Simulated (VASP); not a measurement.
# H (Cmcm) in VASP: further runs

The runs below take H through single point, relaxation of cell and atoms, with r2SCAN+D3(BJ).

All numbers are computed with VASP 6.6.1; they aren't measurements. Logs are shortened: lines on timing, memory, paths and dates and some standing lists are left out, and cuts for length are marked.

## 1. The cell of the first run

It takes space group Cmcm (No. 63, orthorhombic). The conventional cell has a = 3.468 Å, b = 5.850 Å, c = 6.965 Å, α = 90.00°, β = 90.00°, γ = 90.00°. Within 1.0 Å of H (site symmetry m) lie 1 H at 0.74 Å.

## 2. Single point, r2SCAN+D3(BJ)

Contents of POSCAR:

```
H
1.0
    1.7337521331     -2.9249375235      0.0000000000
    1.7337521331      2.9249375235      0.0000000000
    0.0000000000      0.0000000000      6.9651022987
H
4
Direct
    0.5505902339      0.4494097661      0.9679340010
    0.4494097661      0.5505902339      0.0320659990
    0.4494097661      0.5505902339      0.4679340010
    0.5505902339      0.4494097661      0.5320659990
```

Contents of INCAR.step1:

```
SYSTEM = H
PREC     = Accurate       ! precision mode
ENCUT    = 520            ! plane-wave cutoff, eV
ISMEAR   = 0              ! smearing method
SIGMA    = 0.02           ! smearing width, eV
LREAL    = .False.        ! projectors in reciprocal space
LASPH    = .True.         ! aspherical terms in the spheres
NELM     = 80             ! most SCF steps
NBANDS   = 10             ! bands
GGA      = PE             ! functional
ALGO     = Normal         ! electronic algorithm
EDIFF    = 1E-4           ! SCF threshold, eV
LWAVE    = .True.         ! write WAVECAR
LCHARG   = .False.        ! write CHGCAR
```

Contents of INCAR.step2:

```
SYSTEM = H
PREC     = Accurate       ! precision mode
ENCUT    = 520            ! plane-wave cutoff, eV
EDIFF    = 1E-6           ! SCF threshold, eV
ISMEAR   = 0              ! smearing method
SIGMA    = 0.02           ! smearing width, eV
LREAL    = .False.        ! projectors in reciprocal space
LASPH    = .True.         ! aspherical terms in the spheres
NELM     = 80             ! most SCF steps
ALGO     = Normal         ! electronic algorithm
ISIF     = 2              ! what is computed and relaxed
LWAVE    = .False.        ! write WAVECAR
LCHARG   = .False.        ! write CHGCAR
METAGGA  = R2SCAN         ! meta-GGA
LMIXTAU  = .True.       
IVDW     = 12             ! dispersion correction
VDW_S6   = 1.0          
VDW_S8   = 0.78981345   
VDW_A1   = 0.49484001   
VDW_A2   = 5.73083694   
NBANDS   = 10             ! bands
ISTART   = 1
```

Contents of KPOINTS:

```
Automatic mesh
0
Gamma
  8 8 4
  0 0 0
```

Potentials or basis: VASP PAW PBE potentials, release 64 (H).

On the command line:

```
> cat potpaw_PBE.64/H/POTCAR > POTCAR
> cp INCAR.step1 INCAR
> mpirun -np 1 vasp_std > vasp.out
> cp INCAR.step2 INCAR
> mpirun -np 1 vasp_std > vasp.out
```

OUTCAR:

```text
SYSTEM = H
   PREC = Accurate
   ENCUT = 520
   EDIFF = 1E-6
   ISMEAR = 0
   LREAL = .False.
   LASPH = .True.
   NELM = 80
   ISIF = 2
   METAGGA = R2SCAN
   IVDW = 12
   ISTART = 1
 IVDW          = 12

 ion  position               nearest neighbor table
   1  0.551  0.449  0.968-   2 0.74
   2  0.449  0.551  0.032-   1 0.74
   3  0.449  0.551  0.468-   4 0.74
   4  0.551  0.449  0.532-   3 0.74

  LATTYP: Found a base centered orthorhombic cell.
 ALAT       =     3.4675042662
 B/A-ratio  =     1.6870563373
 C/A-ratio  =     2.0086787972

  Lattice vectors:

 A1 = (   1.7337521331,  -2.9249375235,   0.0000000000)
 A2 = (   1.7337521331,   2.9249375235,   0.0000000000)
 A3 = (   0.0000000000,   0.0000000000,   6.9651022987)

Analysis of symmetry for initial positions (statically):
=====================================================================
 Subroutine PRICEL returns:
 Original cell was already a primitive cell.

 Routine SETGRP: Setting up the symmetry group for a
 base centered orthorhombic supercell.

 Subroutine GETGRP returns: Found  8 space group operations
 (whereof  4 operations were pure point group operations)
 out of a pool of  8 trial point group operations.

The static configuration has the point symmetry C_2h.
 The point group associated with its full space group is D_2h.

Analysis of symmetry for dynamics (positions and initial velocities):
=====================================================================
 Subroutine PRICEL returns:
 Original cell was already a primitive cell.

 Routine SETGRP: Setting up the symmetry group for a
 base centered orthorhombic supercell.

 Subroutine GETGRP returns: Found  8 space group operations
 (whereof  4 operations were pure point group operations)
 out of a pool of  8 trial point group operations.

The dynamic configuration has the point symmetry C_2h.
 The point group associated with its full space group is D_2h.

 Subroutine INISYM returns: Found  8 space group operations
 (whereof  4 operations are pure point group operations),
 and found     1 'primitive' translations

----------------------------------------------------------------------------------------

                                     Primitive cell

  volume of cell :      70.6417

  direct lattice vectors                    reciprocal lattice vectors
     1.733752133 -2.924937524  0.000000000     0.288391859 -0.170943822  0.000000000
     1.733752133  2.924937524  0.000000000     0.288391859  0.170943822  0.000000000
     0.000000000  0.000000000  6.965102299     0.000000000  0.000000000  0.143572909

  length of vectors
     3.400169992  3.400169992  6.965102299     0.335248646  0.335248646  0.143572909

  position of ions in fractional coordinates (direct lattice)
     0.550590234  0.449409766  0.967934001
     0.449409766  0.550590234  0.032065999
     0.449409766  0.550590234  0.467934001
     0.550590234  0.449409766  0.532065999

  ion indices of the primitive-cell ions
   primitive index   ion index
                 1           1
                 2           2
                 3           3
                 4           4

----------------------------------------------------------------------------------------

 KPOINTS: Automatic mesh

Automatic generation of k-mesh.
 Grid dimensions read from file:
 generate k-points for:    8    8    4

 Generating k-lattice:

  Cartesian coordinates                     Fractional coordinates (reciprocal lattice)
     0.036048982 -0.021367978  0.000000000     0.125000000  0.000000000  0.000000000
     0.036048982  0.021367978  0.000000000     0.000000000  0.125000000  0.000000000
     0.000000000  0.000000000  0.035893227     0.000000000  0.000000000  0.250000000

  Length of vectors
     0.041906081  0.041906081  0.035893227

  Shift w.r.t. Gamma in fractional coordinates (k-lattice)
     0.000000000  0.000000000  0.000000000

 Subroutine IBZKPT returns following result:
 ===========================================

 Found     63 irreducible k-points:

 Following reciprocal coordinates:
            Coordinates               Weight
  0.000000  0.000000  0.000000      1.000000
  0.125000  0.000000  0.000000      4.000000
  0.250000  0.000000  0.000000      4.000000
  0.375000  0.000000  0.000000      4.000000
  0.500000  0.000000  0.000000      2.000000
  0.125000  0.125000  0.000000      2.000000
[... 16 lines left out ...]
  0.125000  0.000000  0.250000      8.000000
  0.250000  0.000000  0.250000      8.000000
 [... further k-points ...]
   k-points           NKPTS =     63   k-points in BZ     NKDIM =     63   number of bands    NBANDS=     10
   number of dos      NEDOS =    301   number of ions     NIONS =      4
   total plane-waves  NPLWV =  42336
   dimension x,y,z NGX =    28 NGY =   28 NGZ =   54
   dimension x,y,z NGXF=    56 NGYF=   56 NGZF=  108
   ions per type =               4
   NGX,Y,Z   is equivalent  to a cutoff of  13.69, 13.69, 12.89 a.u.
   NGXF,Y,Z  is equivalent  to a cutoff of  27.38, 27.38, 25.78 a.u.
 SYSTEM =  H
   PREC   = accura    normal or accurate (medium, high low for compatibility)
   ISTART =      1    job   : 0-new  1-cont  2-samecut
   ICHARG =      0    charge: 1-file 2-atom 10-const
   ISPIN  =      1    spin polarized calculation?
   LNONCOLLINEAR =      F non collinear calculations
   LSORBIT =      F    spin-orbit coupling
   LASPH  =      T    aspherical Exc in radial PAW
   ENCUT  =  520.0 eV  38.22 Ry    6.18 a.u.   6.32  6.32 12.95*2*pi/ulx,y,z
   NELM   =     80;   NELMIN=  2; NELMDL=  0     # of ELM steps
   EDIFF  = 0.1E-05   stopping-criterion for ELM
   LREAL  =      F    real-space projection
   EDIFFG = 0.1E-04   stopping-criterion for IOM
   NSW    =      0    number of steps for IOM
   IBRION =     -1    ionic relax: 0-MD 1-quasi-New 2-CG
   NFREE  =      0    steps in history (QN), initial steepest desc. (CG)
   ISIF   =      2    stress and relaxation
   ISYM   =      2    0-nonsym 1-usesym 2-fastsym
   POTIM  = 0.5000    time-step for ionic-motion
   TEBEG  =    0.0;   TEEND  =   0.0 temperature during run
   PSTRESS=    0.0 pullay stress
   NELECT =       4.0000    total number of electrons
   NUPDOWN=      -1.0000    fix difference up-down
   EMIN   =  10.00;   EMAX   =-10.00  energy-range for DOS
   EFERMI =   0.00;   METHOD = LEGACY
   ISMEAR =     0;   SIGMA  =   0.02  broadening in eV -4-tet -1-fermi 0-gaus
   EFERMI_NEDOS =   21; number of points for ismear=-14 and -15
   IALGO  =     38    algorithm
   IMIX   =      4    mixing-type and parameters
     AMIX     =   0.40;   BMIX     =  1.00
     AMIX_MAG =   1.60;   BMIX_MAG =  1.00
  volume/ion in A,a.u.               =      17.66       119.18
  Fermi-wavevector in a.u.,A,eV,Ry     =   0.628648  1.187973  5.377006  0.395199
  Thomas-Fermi vector in A             =   1.690666
   LORBIT       =      0    0 simple, 1 ext, 2 COOP (PROOUT), +10 PAW based schemes
   METAGGA = R2SCAN    functional components
   LHFCALC =     F    Hartree Fock is set to
   AEXX    =    0.0000 exact exchange contribution
   IVDW    =    12    specifies the selected vdW correction
   LEPSILON=     F    determine dielectric tensor
   LRPA    =     F    only Hartree local field effects (RPA)
 non-spin polarized calculation
 Gauss-broadening in eV      SIGMA  =   0.02
  energy-cutoff  :      520.00
  volume of cell :       70.64
 maximum number of plane-waves:      1923
 NGX is ok and might be reduce to    28
   NGX = 13   NGY = 13   NGZ = 25

 number of electron       3.9999999 magnetization

 Free energy of the ion-electron system (eV)
  ---------------------------------------------------
  ext. energy  EPLUGINS =         0.00000000
  ---------------------------------------------------
  free energy    TOTEN  =       -13.80165359 eV

  energy without entropy =      -13.80165359  energy(sigma->0) =      -13.80165359

 E-fermi :  -9.3713     XC(G=0):  -4.0444

 val. band max:       -9.5021805878   @ k =   0.3750   0.3750   0.0000
 cond. band min:       0.3191671295   @ k =   0.0000   0.0000   0.0000
 fundamental gap:      9.8213477173
 Fermi energy:        -9.3713232578

 k-point     1 :       0.0000    0.0000    0.0000
  band No.  band energies     occupation
      1     -10.7182      2.00000
      2     -10.2747      2.00000
      3       0.3192      0.00000
      4       3.2010      0.00000
      5       6.2696      0.00000
      6       7.5403      0.00000
      7       8.6231      0.00000
      8      11.0030      0.00000
      9      11.8132      0.00000
     10      11.8502      0.00000

 k-point     2 :       0.1250    0.0000    0.0000
  band No.  band energies     occupation
      1     -10.6180      2.00000
      2     -10.1893      2.00000
      3       0.5583      0.00000
      4       3.0193      0.00000
      5       5.9174      0.00000
      6       7.2609      0.00000
      7       8.1107      0.00000
      8      10.2615      0.00000
      9      10.9331      0.00000
     10      12.4744      0.00000

 k-point     3 :       0.2500    0.0000    0.0000
  band No.  band energies     occupation
      1     -10.3616      2.00000
      2      -9.9727      2.00000
      3       1.2079      0.00000
      4       2.5261      0.00000
      5       4.7483      0.00000
      6       7.3181      0.00000
      7       7.3376      0.00000
      8       8.8096      0.00000
      9      10.6534      0.00000
     10      10.7627      0.00000
[... 248 lines left out ...]
 k-point    23 :       0.1250    0.0000    0.2500
  band No.  band energies     occupation
      1     -10.5599      2.00000
      2     -10.2573      2.00000
      3       0.8775      0.00000
      4       2.6206      0.00000
      5       5.9250      0.00000
      6       6.6972      0.00000
      7       8.6383      0.00000
      8       9.9067      0.00000
      9      11.3207      0.00000
     10      12.7102      0.00000

 k-point    24 :       0.2500    0.0000    0.2500
  band No.  band energies     occupation
      1     -10.3084      2.00000
      2     -10.0339      2.00000
      3       1.4599      0.00000
      4       2.4319      0.00000
      5       4.7198      0.00000
      6       6.0209      0.00000
      7       8.1965      0.00000
      8       9.0228      0.00000
      9      10.3041      0.00000
     10      10.7882      0.00000

 [... further k-points ...]

------------------------ aborting loop because EDIFF is reached ----------------------------------------

 Edisp (eV)   -0.02493

 E8    (eV) :    -0.0031

  FORCE on cell =-STRESS in cart. coord.  units (eV):
  Direction    XX          YY          ZZ          XY          YZ          ZX
  --------------------------------------------------------------------------------------
  -------------------------------------------------------------------------------------
  Total      -0.05028    -0.06022    -0.05241     0.00000    -0.00000     0.00000
  in kB      -1.14045    -1.36579    -1.18877     0.00000    -0.00000     0.00000
  external pressure =       -1.23 kB  Pullay stress =        0.00 kB

 VOLUME and BASIS-vectors are now :
 -----------------------------------------------------------------------------
  energy-cutoff  :      520.00
  volume of cell :       70.64
      direct lattice vectors                 reciprocal lattice vectors
     1.733752133 -2.924937524  0.000000000     0.288391859 -0.170943822  0.000000000
     1.733752133  2.924937524  0.000000000     0.288391859  0.170943822  0.000000000
     0.000000000  0.000000000  6.965102299     0.000000000  0.000000000  0.143572909

 POSITION                                       TOTAL-FORCE (eV/Angst)
 -----------------------------------------------------------------------------------
      1.73375     -0.29595      6.74176         0.000000     -0.004681     -0.003672
      1.73375      0.29595      0.22334         0.000000      0.004681      0.003672
      1.73375      0.29595      3.25921         0.000000      0.004681     -0.003672
      1.73375     -0.29595      3.70589         0.000000     -0.004681      0.003672
 -----------------------------------------------------------------------------------
    total drift:                                0.000000     -0.000000      0.000000

  FREE ENERGIE OF THE ION-ELECTRON SYSTEM (eV)
  ---------------------------------------------------
  free  energy   TOTEN  =       -13.8265832027 eV

  energy  without entropy=      -13.8265832027  energy(sigma->0) =      -13.82658320
```

Wall time 3.1 min (1 thread of AMD EPYC 7R43 (Zen 3), shared host); peak memory 0.18 GiB.

Results:

| Quantity | Value |
| --- | --- |
| Free energy | -13.8266 eV |
| Pressure | -0.1 GPa |
| Largest force | 0.006 eV/Å |
| Band gap on the k mesh | 9.82 eV, indirect (least direct gap 10.02 eV) |
| Dispersion energy per atom | -0.006 eV |

Forces in eV/Å, atoms in the order of the input:
```
H    0.000 -0.005 -0.004
H    0.000  0.005  0.004
H    0.000  0.005 -0.004
H    0.000 -0.005  0.004
```

Levels at points of the mesh, in eV from the valence-band top:
| k point | band 1 | band 2 | band 3 | band 4 | band 5 | band 6 |
| --- | --- | --- | --- | --- | --- | --- |
| (0.00, 0.00, 0.00) | -1.22 | -0.77 | 9.82 | 12.70 | 15.77 | 17.04 |
| (0.50, 0.00, 0.00) | -0.45 | -0.14 | 10.71 | 12.77 | 13.02 | 15.54 |
| (0.50, 0.50, 0.00) | -0.34 | -0.03 | 9.99 | 11.77 | 13.68 | 15.53 |
| (0.00, 0.00, 0.50) | -1.00 | -1.00 | 11.06 | 11.06 | 16.32 | 16.32 |
| (0.50, 0.00, 0.50) | -0.30 | -0.30 | 11.45 | 11.45 | 14.26 | 14.26 |
| (0.50, 0.50, 0.50) | -0.19 | -0.19 | 10.68 | 10.68 | 14.85 | 14.85 |

Caveat: the PAW data sets were made with another functional, which shifts forces and pressure a little. A k mesh can miss the band edges.

(Part 1 of 2 ends here.)
